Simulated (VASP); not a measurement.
# Ta (Im-3m) in VASP: notebook

The runs below take Ta through single point, with LDA.

Everything below comes from runs of VASP 6.6.1. Logs are shortened: lines on timing, memory, paths and dates and some standing lists are left out, and cuts for length are marked.

**1. The cell of the first run**

The structure is cubic, space group Im-3m (No. 229). Conventional cell: a = 3.166 Å, b = 3.166 Å, c = 3.166 Å, α = 90.00°, β = 90.00°, γ = 90.00°. Within 3.6 Å of Ta (site symmetry m-3m) lie 14 Ta at 2.74 to 3.17 Å.

**2. Single point, LDA**

INCAR reads:

```
SYSTEM = Ta
PREC     = Accurate       ! precision mode
ENCUT    = 520            ! plane-wave cutoff, eV
EDIFF    = 1E-7           ! SCF threshold, eV
ISMEAR   = -1             ! smearing method
SIGMA    = 0.08           ! smearing width, eV
LREAL    = .FALSE.        ! projectors in reciprocal space
LASPH    = .TRUE.         ! aspherical terms in the spheres
NELM     = 80             ! most SCF steps
ALGO     = Normal         ! electronic algorithm
ISIF     = 2              ! what is computed and relaxed
LWAVE    = .FALSE.        ! write WAVECAR
LCHARG   = .TRUE.         ! write CHGCAR
LELF     = .TRUE.         ! ELF
LVHAR    = .TRUE.       
NBANDS   = 12             ! bands
```

KPOINTS reads:

```
Automatic mesh
0
G
  17 17 17
  0 0 0
```

POSCAR reads:

```
Ta
1.0
   -1.5830668488      1.5830668488      1.5830668488
    1.5830668488     -1.5830668488      1.5830668488
    1.5830668488      1.5830668488     -1.5830668488
Ta
1
Direct
    0.0000000000      0.0000000000      0.0000000000
```

Potentials or basis: VASP PAW LDA potentials, release 64 (Ta_pv).

Started as:

```console
$ cat potpaw_LDA.64/Ta_pv/POTCAR > POTCAR
$ mpirun -np 1 vasp_std > vasp.out
```

OUTCAR:

```text
SYSTEM = Ta
   PREC = Accurate
   ENCUT = 520
   EDIFF = 1E-7
   ISMEAR = -1
   LREAL = .FALSE.
   LASPH = .TRUE.
   NELM = 80
   ISIF = 2

 ion  position               nearest neighbor table
   1  0.000  0.000  0.000-

  LATTYP: Found a body centered cubic cell.
 ALAT       =     3.1661336976

  Lattice vectors:

 A1 = (  -1.5830668488,   1.5830668488,   1.5830668488)
 A2 = (   1.5830668488,  -1.5830668488,   1.5830668488)
 A3 = (   1.5830668488,   1.5830668488,  -1.5830668488)

Analysis of symmetry for initial positions (statically):
=====================================================================
 Subroutine PRICEL returns:
 Original cell was already a primitive cell.

 Routine SETGRP: Setting up the symmetry group for a
 body centered cubic supercell.

 Subroutine GETGRP returns: Found 48 space group operations
 (whereof 48 operations were pure point group operations)
 out of a pool of 48 trial point group operations.

The static configuration has the point symmetry O_h .

Analysis of symmetry for dynamics (positions and initial velocities):
=====================================================================
 Subroutine PRICEL returns:
 Original cell was already a primitive cell.

 Routine SETGRP: Setting up the symmetry group for a
 body centered cubic supercell.

 Subroutine GETGRP returns: Found 48 space group operations
 (whereof 48 operations were pure point group operations)
 out of a pool of 48 trial point group operations.

The dynamic configuration has the point symmetry O_h .

 Subroutine INISYM returns: Found 48 space group operations
 (whereof 48 operations are pure point group operations),
 and found     1 'primitive' translations

----------------------------------------------------------------------------------------

                                     Primitive cell

  volume of cell :      15.8693

  direct lattice vectors                    reciprocal lattice vectors
    -1.583066849  1.583066849  1.583066849     0.000000000  0.315842632  0.315842632
     1.583066849 -1.583066849  1.583066849     0.315842632  0.000000000  0.315842632
     1.583066849  1.583066849 -1.583066849     0.315842632  0.315842632  0.000000000

  length of vectors
     2.741952214  2.741952214  2.741952214     0.446668934  0.446668934  0.446668934

  position of ions in fractional coordinates (direct lattice)
     0.000000000  0.000000000  0.000000000

  ion indices of the primitive-cell ions
   primitive index   ion index
                 1           1

----------------------------------------------------------------------------------------

 KPOINTS: Automatic mesh

Automatic generation of k-mesh.
 Grid dimensions read from file:
 generate k-points for:   17   17   17

 Generating k-lattice:

  Cartesian coordinates                     Fractional coordinates (reciprocal lattice)
     0.000000000  0.018578978  0.018578978     0.058823529  0.000000000  0.000000000
     0.018578978  0.000000000  0.018578978     0.000000000  0.058823529  0.000000000
     0.018578978  0.018578978  0.000000000     0.000000000  0.000000000  0.058823529

  Length of vectors
     0.026274643  0.026274643  0.026274643

  Shift w.r.t. Gamma in fractional coordinates (k-lattice)
     0.000000000  0.000000000  0.000000000

 Subroutine IBZKPT returns following result:
 ===========================================

 Found    165 irreducible k-points:

 Following reciprocal coordinates:
            Coordinates               Weight
  0.000000  0.000000  0.000000      1.000000
  0.058824  0.000000  0.000000     12.000000
  0.117647  0.000000  0.000000     12.000000
  0.176471  0.000000  0.000000     12.000000
  0.235294  0.000000  0.000000     12.000000
  0.294118  0.000000  0.000000     12.000000
[... 16 lines left out ...]
  0.411765  0.117647 -0.000000     48.000000
  0.176471  0.176471  0.000000     24.000000
 [... further k-points ...]
   k-points           NKPTS =    165   k-points in BZ     NKDIM =    165   number of bands    NBANDS=     12
   number of dos      NEDOS =    301   number of ions     NIONS =      1
   total plane-waves  NPLWV =   8000
   dimension x,y,z NGX =    20 NGY =   20 NGZ =   20
   dimension x,y,z NGXF=    40 NGYF=   40 NGZF=   40
   ions per type =               1
   NGX,Y,Z   is equivalent  to a cutoff of  12.13, 12.13, 12.13 a.u.
   NGXF,Y,Z  is equivalent  to a cutoff of  24.25, 24.25, 24.25 a.u.
 SYSTEM =  Ta
   PREC   = accura    normal or accurate (medium, high low for compatibility)
   ISTART =      0    job   : 0-new  1-cont  2-samecut
   ICHARG =      2    charge: 1-file 2-atom 10-const
   ISPIN  =      1    spin polarized calculation?
   LNONCOLLINEAR =      F non collinear calculations
   LSORBIT =      F    spin-orbit coupling
   LASPH  =      T    aspherical Exc in radial PAW
   ENCUT  =  520.0 eV  38.22 Ry    6.18 a.u.   5.10  5.10  5.10*2*pi/ulx,y,z
   NELM   =     80;   NELMIN=  2; NELMDL= -5     # of ELM steps
   EDIFF  = 0.1E-06   stopping-criterion for ELM
   LREAL  =      F    real-space projection
   EDIFFG = 0.1E-05   stopping-criterion for IOM
   NSW    =      0    number of steps for IOM
   IBRION =     -1    ionic relax: 0-MD 1-quasi-New 2-CG
   NFREE  =      0    steps in history (QN), initial steepest desc. (CG)
   ISIF   =      2    stress and relaxation
   ISYM   =      2    0-nonsym 1-usesym 2-fastsym
   POTIM  = 0.5000    time-step for ionic-motion
   TEBEG  =    0.0;   TEEND  =   0.0 temperature during run
   PSTRESS=    0.0 pullay stress
   NELECT =      11.0000    total number of electrons
   NUPDOWN=      -1.0000    fix difference up-down
   EMIN   =  10.00;   EMAX   =-10.00  energy-range for DOS
   EFERMI =   0.00;   METHOD = LEGACY
   ISMEAR =    -1;   SIGMA  =   0.08  broadening in eV -4-tet -1-fermi 0-gaus
   EFERMI_NEDOS =   21; number of points for ismear=-14 and -15
   IALGO  =     38    algorithm
   IMIX   =      4    mixing-type and parameters
     AMIX     =   0.40;   BMIX     =  1.00
     AMIX_MAG =   1.60;   BMIX_MAG =  1.00
  volume/ion in A,a.u.               =      15.87       107.09
  Fermi-wavevector in a.u.,A,eV,Ry     =   1.448838  2.737907 28.560416  2.099131
  Thomas-Fermi vector in A             =   2.566633
   LORBIT       =      0    0 simple, 1 ext, 2 COOP (PROOUT), +10 PAW based schemes
   GGA     = CA    functional components
   LHFCALC =     F    Hartree Fock is set to
   AEXX    =    0.0000 exact exchange contribution
   IVDW    =     0    specifies the selected vdW correction
   LEPSILON=     F    determine dielectric tensor
   LRPA    =     F    only Hartree local field effects (RPA)
 non-spin polarized calculation
  energy-cutoff  :      520.00
  volume of cell :       15.87
 maximum number of plane-waves:       438
   NGX = 11   NGY = 11   NGZ = 11

 number of electron      11.0000000 magnetization

 Free energy of the ion-electron system (eV)
  ---------------------------------------------------
  ext. energy  EPLUGINS =         0.00000000
  ---------------------------------------------------
  free energy    TOTEN  =       -12.74824661 eV

  energy without entropy =      -12.72100265  energy(sigma->0) =      -12.73462463

 E-fermi :   6.4887     XC(G=0): -13.4517

 val. band max:        6.4758369674   @ k =   0.1176   0.0588   0.0000
 cond. band min:       6.4926918810   @ k =  -0.4118   0.4706   0.1765
 fundamental gap:      0.0168549137
 Fermi energy:         6.4886531288

 k-point     1 :       0.0000    0.0000    0.0000
  band No.  band energies     occupation
      1     -25.8940      2.00000
      2     -25.8940      2.00000
      3     -25.8940      2.00000
      4      -1.7949      2.00000
      5       7.1469      0.00053
      6       7.1469      0.00053
      7       7.1469      0.00053
      8      10.8787      0.00000
      9      10.8787      0.00000
     10      20.6118      0.00000
     11      22.1665      0.00000
     12      22.1665      0.00000

 k-point     2 :       0.0588    0.0000    0.0000
  band No.  band energies     occupation
      1     -25.9622      2.00000
      2     -25.9142      2.00000
      3     -25.8947      2.00000
      4      -1.6109      2.00000
      5       7.0262      0.00241
      6       7.1148      0.00080
      7       7.3269      0.00006
      8      10.6730      0.00000
      9      10.8770      0.00000
     10      20.6116      0.00000
     11      22.3386      0.00000
     12      22.4789      0.00000

 k-point     3 :       0.1176    0.0000    0.0000
  band No.  band energies     occupation
      1     -26.1537      2.00000
      2     -25.9713      2.00000
      3     -25.8964      2.00000
      4      -1.0867      2.00000
      5       6.6988      0.13488
      6       6.9743      0.00461
      7       7.8602      0.00000
      8      10.2751      0.00000
      9      10.8848      0.00000
     10      20.6115      0.00000
     11      22.7764      0.00000
     12      23.3793      0.00000

 k-point     4 :       0.1765    0.0000    0.0000
  band No.  band energies     occupation
      1     -26.4346      2.00000
      2     -26.0568      2.00000
      3     -25.8990      2.00000
      4      -0.3098      2.00000
      5       6.2460      1.90813
      6       6.6750      0.17751
      7       8.7273      0.00000
      8      10.0630      0.00000
      9      10.9328      0.00000
     10      20.6109      0.00000
     11      23.1760      0.00000
     12      24.7798      0.00000

 k-point     5 :       0.2353    0.0000    0.0000
  band No.  band energies     occupation
      1     -26.7593      2.00000
      2     -26.1582      2.00000
      3     -25.9022      2.00000
      4       0.5531      2.00000
      5       5.7551      1.99979
      6       6.3682      1.63689
      7       9.8935      0.00000
      8      10.1679      0.00000
      9      11.0516      0.00000
     10      20.6099      0.00000
     11      22.9537      0.00000
     12      25.5079      0.00000
[... 228 lines left out ...]
      1     -27.3404      2.00000
      2     -26.4063      2.00000
      3     -25.9925      2.00000
      4       2.0719      2.00000
      5       4.9731      2.00000
      6       6.3760      1.60689
      7      10.3685      0.00000
      8      11.8929      0.00000
      9      13.6273      0.00000
     10      20.5871      0.00000
     11      21.0714      0.00000
     12      22.8648      0.00000

 k-point    22 :       0.3529    0.1176    0.0000
  band No.  band energies     occupation
      1     -27.5084      2.00000
      2     -26.4921      2.00000
      3     -25.9970      2.00000
      4       2.1009      2.00000
      5       4.7538      2.00000
      6       7.1862      0.00033
      7      10.6509      0.00000
      8      12.0948      0.00000
      9      15.1002      0.00000
     10      20.1506      0.00000
     11      20.6281      0.00000
     12      21.3123      0.00000

 k-point    23 :       0.4118    0.1176   -0.0000
  band No.  band energies     occupation
      1     -27.5968      2.00000
      2     -26.5381      2.00000
      3     -25.9994      2.00000
      4       2.0513      2.00000
      5       4.6420      2.00000
      6       7.8488      0.00000
      7      10.6461      0.00000
      8      12.3683      0.00000
      9      16.1054      0.00000
     10      19.5266      0.00000
     11      20.3989      0.00000
     12      20.6600      0.00000

 k-point    24 :       0.1765    0.1765    0.0000
  band No.  band energies     occupation
      1     -27.0610      2.00000
      2     -26.2801      2.00000
      3     -26.0167      2.00000
      4       1.8092      2.00000
      5       5.3514      2.00000
      6       5.7063      1.99989
      7       9.7634      0.00000
      8      11.7838      0.00000
      9      12.0380      0.00000
     10      20.6063      0.00000
     11      22.6267      0.00000
     12      24.7499      0.00000

 [... further k-points ...]

------------------------ aborting loop because EDIFF is reached ----------------------------------------

  FORCE on cell =-STRESS in cart. coord.  units (eV):
  Direction    XX          YY          ZZ          XY          YZ          ZX
  --------------------------------------------------------------------------------------
  -------------------------------------------------------------------------------------
  Total        2.1953179      2.1953179      2.1953179      0.0000000      0.0000000      0.0000000
  in kB      221.6410706    221.6410706    221.6410706      0.0000000      0.0000000      0.0000000
  external PRESSURE =     221.6410706 kB  Pullay stress =       0.0000000 kB

 VOLUME and BASIS-vectors are now :
 -----------------------------------------------------------------------------
  energy-cutoff  :      520.00
  volume of cell :       15.87
      direct lattice vectors                 reciprocal lattice vectors
    -1.583066849  1.583066849  1.583066849     0.000000000  0.315842632  0.315842632
     1.583066849 -1.583066849  1.583066849     0.315842632  0.000000000  0.315842632
     1.583066849  1.583066849 -1.583066849     0.315842632  0.315842632  0.000000000

 POSITION                                       TOTAL-FORCE (eV/Angst)
 -----------------------------------------------------------------------------------
      0.00000      0.00000      0.00000         0.000000     -0.000000     -0.000000
 -----------------------------------------------------------------------------------
    total drift:                                0.000000      0.000000      0.000000

  FREE ENERGIE OF THE ION-ELECTRON SYSTEM (eV)
  ---------------------------------------------------
  free  energy   TOTEN  =       -12.7482466097 eV

  energy  without entropy=      -12.7210026544  energy(sigma->0) =      -12.73462463
```

Wall time 16 s (1 thread of Intel Xeon Platinum 8488C (Sapphire Rapids), shared host); peak memory 0.13 GiB.

What came out:

- Free energy: -12.7482 eV
- Pressure: 22.2 GPa

Caveat: spin-orbit coupling is left out, which moves the levels of the heavy elements.

**3. Single point, LDA**

INCAR reads:

```
SYSTEM = Ta
PREC = Accurate ; ENCUT = 520
EDIFF = 1E-7 ; ISMEAR = -1
SIGMA = 0.08 ; LREAL = .FALSE.
LASPH = .TRUE. ; NELM = 60
ALGO = Normal ; ISIF = 2
LWAVE = .FALSE. ; LCHARG = .TRUE.
GGA = CA ; LELF = .TRUE.
LVHAR = .TRUE. ; NBANDS = 12
```

KPOINTS is that of step 2.

POSCAR reads:

```
Ta
1.0
   -1.5822125800      1.5822125800      1.5822125800
    1.5822125800     -1.5822125800      1.5822125800
    1.5822125800      1.5822125800     -1.5822125800
Ta
1
Direct
    0.0000000000      0.0000000000      0.0000000000
```

Potentials or basis: VASP PAW LDA potentials, release 64 (Ta_pv).

Started as:

```console
$ cat potpaw_LDA.64/Ta_pv/POTCAR > POTCAR
$ mpirun -np 1 vasp_std > vasp.out
```

Run time: 19 s. Hardware: 1 thread of Intel Xeon Platinum 8488C (Sapphire Rapids), shared host; peak memory 0.14 GiB.

The run converged. Its results:

```yaml
Free_energy: -12.7446 eV
Pressure: 22.6 GPa
```

Levels at points of the mesh, in eV from the Fermi level:
| k point | band 3 | band 4 | band 5 | band 6 | band 7 | band 8 |
| --- | --- | --- | --- | --- | --- | --- |
| (0.00, 0.00, 0.00) | -32.38 | -8.29 | 0.66 | 0.66 | 0.66 | 4.40 |

Caveat: spin-orbit coupling is left out, which moves the levels of the heavy elements.
